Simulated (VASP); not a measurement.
# CdS (Fm-3m) in VASP: single point with PBEsol

Aim: the single point of CdS with PBEsol.

All numbers are computed with VASP 6.6.1; they aren't measurements. Logs are shortened: lines on timing, memory, paths and dates and some standing lists are left out, and cuts for length are marked.

## Step 1: The cell of the first run

It takes space group Fm-3m (No. 225, cubic). Conventional cell: a = 5.506 Å, b = 5.506 Å, c = 5.506 Å, α = 90.00°, β = 90.00°, γ = 90.00°. Within 3.6 Å of Cd (site symmetry m-3m) lie 6 S at 2.75 Å. Within 3.6 Å of S (site symmetry m-3m) lie 6 Cd at 2.75 Å.

## Step 2: Single point, PBEsol

INCAR

```
SYSTEM = CdS
  ALGO = Normal
  EDIFF = 1E-6
  ENCUT = 500
  GGA = PS
  GGA_COMPAT = .False.
  ISIF = 2
  ISMEAR = 0
  LASPH = .True.
  LCHARG = .False.
  LREAL = .False.
  LWAVE = .False.
  NBANDS = 16
  NELM = 120
  PREC = Accurate
  SIGMA = 0.01
```

KPOINTS

```
k-points
0
Gamma
  8 8 8
  0 0 0
```

POSCAR

```
CdS
1.0
    0.0000000000      2.7532440000      2.7532440000
    2.7532440000      0.0000000000      2.7532440000
    2.7532440000      2.7532440000      0.0000000000
Cd S
1 1
Direct
    0.0000000000      0.0000000000      0.0000000000
    0.5000000000      0.5000000000      0.5000000000
```

Potentials or basis: VASP PAW PBE potentials, release 64 (Cd, S).

Started as:

```console
$ cat potpaw_PBE.64/Cd/POTCAR potpaw_PBE.64/S/POTCAR > POTCAR
$ mpirun -np 1 vasp_std > vasp.out
```

OUTCAR:

```text
SYSTEM = CdS
   EDIFF = 1E-6
   ENCUT = 500
   GGA = PS
   ISIF = 2
   ISMEAR = 0
   LASPH = .True.
   LREAL = .False.
   NELM = 120
   PREC = Accurate

 ion  position               nearest neighbor table
   1  0.000  0.000  0.000-   2 2.75   2 2.75   2 2.75   2 2.75   2 2.75   2 2.75
   2  0.500  0.500  0.500-   1 2.75   1 2.75   1 2.75   1 2.75   1 2.75   1 2.75

  LATTYP: Found a face centered cubic cell.
 ALAT       =     5.5064880000

  Lattice vectors:

 A1 = (   0.0000000000,   2.7532440000,   2.7532440000)
 A2 = (   2.7532440000,   0.0000000000,   2.7532440000)
 A3 = (   2.7532440000,   2.7532440000,   0.0000000000)

Analysis of symmetry for initial positions (statically):
=====================================================================
 Subroutine PRICEL returns:
 Original cell was already a primitive cell.

 Routine SETGRP: Setting up the symmetry group for a
 face centered cubic supercell.

 Subroutine GETGRP returns: Found 48 space group operations
 (whereof 48 operations were pure point group operations)
 out of a pool of 48 trial point group operations.

The static configuration has the point symmetry O_h .

Analysis of symmetry for dynamics (positions and initial velocities):
=====================================================================
 Subroutine PRICEL returns:
 Original cell was already a primitive cell.

 Routine SETGRP: Setting up the symmetry group for a
 face centered cubic supercell.

 Subroutine GETGRP returns: Found 48 space group operations
 (whereof 48 operations were pure point group operations)
 out of a pool of 48 trial point group operations.

The dynamic configuration has the point symmetry O_h .

 Subroutine INISYM returns: Found 48 space group operations
 (whereof 48 operations are pure point group operations),
 and found     1 'primitive' translations

----------------------------------------------------------------------------------------

                                     Primitive cell

  volume of cell :      41.7411

  direct lattice vectors                    reciprocal lattice vectors
     0.000000000  2.753244000  2.753244000    -0.181603955  0.181603955  0.181603955
     2.753244000  0.000000000  2.753244000     0.181603955 -0.181603955  0.181603955
     2.753244000  2.753244000  0.000000000     0.181603955  0.181603955 -0.181603955

  length of vectors
[... 74 lines left out ...]
   ISTART =      0    job   : 0-new  1-cont  2-samecut
   ICHARG =      2    charge: 1-file 2-atom 10-const
   ISPIN  =      1    spin polarized calculation?
   LNONCOLLINEAR =      F non collinear calculations
   LSORBIT =      F    spin-orbit coupling
   LASPH  =      T    aspherical Exc in radial PAW
   ENCUT  =  500.0 eV  36.75 Ry    6.06 a.u.   7.10  7.10  7.10*2*pi/ulx,y,z
   NELM   =    120;   NELMIN=  2; NELMDL= -5     # of ELM steps
   EDIFF  = 0.1E-05   stopping-criterion for ELM
   LREAL  =      F    real-space projection
   EDIFFG = 0.1E-04   stopping-criterion for IOM
   NSW    =      0    number of steps for IOM
   IBRION =     -1    ionic relax: 0-MD 1-quasi-New 2-CG
   NFREE  =      0    steps in history (QN), initial steepest desc. (CG)
   ISIF   =      2    stress and relaxation
   ISYM   =      2    0-nonsym 1-usesym 2-fastsym
   POTIM  = 0.5000    time-step for ionic-motion
   TEBEG  =    0.0;   TEEND  =   0.0 temperature during run
   PSTRESS=    0.0 pullay stress
   NELECT =      18.0000    total number of electrons
   NUPDOWN=      -1.0000    fix difference up-down
   EMIN   =  10.00;   EMAX   =-10.00  energy-range for DOS
   EFERMI =   0.00;   METHOD = LEGACY
   ISMEAR =     0;   SIGMA  =   0.01  broadening in eV -4-tet -1-fermi 0-gaus
   EFERMI_NEDOS =   21; number of points for ismear=-14 and -15
   IALGO  =     38    algorithm
   IMIX   =      4    mixing-type and parameters
     AMIX     =   0.40;   BMIX     =  1.00
     AMIX_MAG =   1.60;   BMIX_MAG =  1.00
  volume/ion in A,a.u.               =      20.87       140.84
  Fermi-wavevector in a.u.,A,eV,Ry     =   1.236833  2.337275 20.813583  1.529755
  Thomas-Fermi vector in A             =   2.371425
   LORBIT       =      0    0 simple, 1 ext, 2 COOP (PROOUT), +10 PAW based schemes
   GGA     = PS    functional components
   LHFCALC =     F    Hartree Fock is set to
   AEXX    =    0.0000 exact exchange contribution
   IVDW    =     0    specifies the selected vdW correction
   LEPSILON=     F    determine dielectric tensor
   LRPA    =     F    only Hartree local field effects (RPA)
 non-spin polarized calculation
 Gauss-broadening in eV      SIGMA  =   0.01
  energy-cutoff  :      500.00
  volume of cell :       41.74
 maximum number of plane-waves:      1068
   NGX = 15   NGY = 15   NGZ = 15

 number of electron      17.9999990 magnetization

 Free energy of the ion-electron system (eV)
  ---------------------------------------------------
  ext. energy  EPLUGINS =         0.00000000
  ---------------------------------------------------
  free energy    TOTEN  =        -6.61850105 eV

  energy without entropy =       -6.61850105  energy(sigma->0) =       -6.61850105

 E-fermi :   2.7021     XC(G=0): -10.5084

 val. band max:        2.6170381860   @ k =   0.5000   0.0000   0.0000
 cond. band min:       2.7484356362   @ k =   0.5000   0.5000   0.0000
 fundamental gap:      0.1313974502
 Fermi energy:         2.7020961658

 k-point     1 :       0.0000    0.0000    0.0000
  band No.  band energies     occupation
      1     -10.0665      2.00000
      2      -4.9401      2.00000
      3      -4.9401      2.00000
      4      -4.9382      2.00000
      5      -4.9382      2.00000
      6      -4.9382      2.00000
[... 433 lines left out ...]
      3      -5.0320      2.00000
      4      -4.9867      2.00000
      5      -4.7284      2.00000
      6      -4.6402      2.00000
[... 8 lines left out ...]
     15      14.7555      0.00000
     16      16.9398      0.00000

 [... further k-points ...]
[... 5 lines left out ...]
  --------------------------------------------------------------------------------------
  -------------------------------------------------------------------------------------
  Total       -1.0345397     -1.0345397     -1.0345397      0.0000000     -0.0000000      0.0000000
  in kB      -39.7094308    -39.7094308    -39.7094308      0.0000000     -0.0000000      0.0000000
  external PRESSURE =     -39.7094308 kB  Pullay stress =       0.0000000 kB

 VOLUME and BASIS-vectors are now :
 -----------------------------------------------------------------------------
  energy-cutoff  :      500.00
  volume of cell :       41.74
      direct lattice vectors                 reciprocal lattice vectors
     0.000000000  2.753244000  2.753244000    -0.181603955  0.181603955  0.181603955
     2.753244000  0.000000000  2.753244000     0.181603955 -0.181603955  0.181603955
     2.753244000  2.753244000  0.000000000     0.181603955  0.181603955 -0.181603955

 POSITION                                       TOTAL-FORCE (eV/Angst)
 -----------------------------------------------------------------------------------
      0.00000      0.00000      0.00000        -0.000000     -0.000000     -0.000000
      2.75324      2.75324      2.75324         0.000000      0.000000      0.000000
 -----------------------------------------------------------------------------------
    total drift:                                0.000000      0.000000      0.000000

  FREE ENERGIE OF THE ION-ELECTRON SYSTEM (eV)
  ---------------------------------------------------
  free  energy   TOTEN  =        -6.6185010468 eV

  energy  without entropy=       -6.6185010468  energy(sigma->0) =       -6.61850105
```

OSZICAR:

```text
N       E                     dE             d eps       ncg     rms          rms(c)
DAV:   1     0.100397396246E+03    0.10040E+03   -0.92251E+03   984   0.103E+03
DAV:   2    -0.366102713276E+01   -0.10406E+03   -0.97503E+02  1144   0.250E+02
DAV:   3    -0.713471094682E+01   -0.34737E+01   -0.34681E+01  1168   0.474E+01
DAV:   4    -0.715123267412E+01   -0.16522E-01   -0.16521E-01  1128   0.319E+00
DAV:   5    -0.715139503108E+01   -0.16236E-03   -0.16236E-03  1168   0.303E-01    0.687E+00
DAV:   6    -0.664596114023E+01    0.50543E+00   -0.83209E-01  1248   0.120E+01    0.586E+00
DAV:   7    -0.662233908695E+01    0.23622E-01   -0.13391E-01  1144   0.272E+00    0.300E+00
DAV:   8    -0.661874878022E+01    0.35903E-02   -0.15544E-02  1008   0.153E+00    0.218E-01
DAV:   9    -0.661848624717E+01    0.26253E-03   -0.14854E-03  1200   0.545E-01    0.449E-02
DAV:  10    -0.661848964443E+01   -0.33973E-05   -0.15827E-04  1120   0.153E-01    0.474E-02
DAV:  11    -0.661850313721E+01   -0.13493E-04   -0.25520E-05  1144   0.503E-02    0.137E-02
DAV:  12    -0.661850104619E+01    0.20910E-05   -0.58660E-06  1192   0.262E-02    0.474E-03
DAV:  13    -0.661850104677E+01   -0.58208E-09   -0.47000E-07   512   0.511E-03
   1 F= -.66185010E+01 E0= -.66185010E+01  d E =-.156124E-13
```

Run time: 36 s. Hardware: 1 thread of Intel Xeon 8259CL, shared host; peak memory 0.16 GiB.

Results:

| Item | Value |
| --- | --- |
| Free energy | -6.6185 eV |
| Pressure | -4.0 GPa |
| Band gap on the k mesh | 0.13 eV, indirect (least direct gap 1.41 eV) |

Levels at points of the mesh, in eV from the valence-band top:
| k point | band 5 | band 6 | band 7 | band 8 | band 9 | band 10 | band 11 | band 12 | band 13 | band 14 |
| --- | --- | --- | --- | --- | --- | --- | --- | --- | --- | --- |
| (0.00, 0.00, 0.00) | -7.56 | -7.56 | -0.71 | -0.71 | -0.71 | 0.70 | 9.15 | 9.15 | 9.15 | 11.09 |
| (0.50, 0.00, 0.00) | -7.36 | -7.36 | -4.82 | 0.00 | 0.00 | 3.37 | 5.81 | 5.81 | 6.59 | 12.00 |
| (0.50, 0.50, 0.00) | -7.29 | -6.64 | -4.18 | -2.09 | -2.09 | 0.13 | 5.93 | 9.61 | 11.00 | 11.00 |

Caveat: the PAW data sets were made with another functional, which shifts forces and pressure a little. A k mesh can miss the band edges.
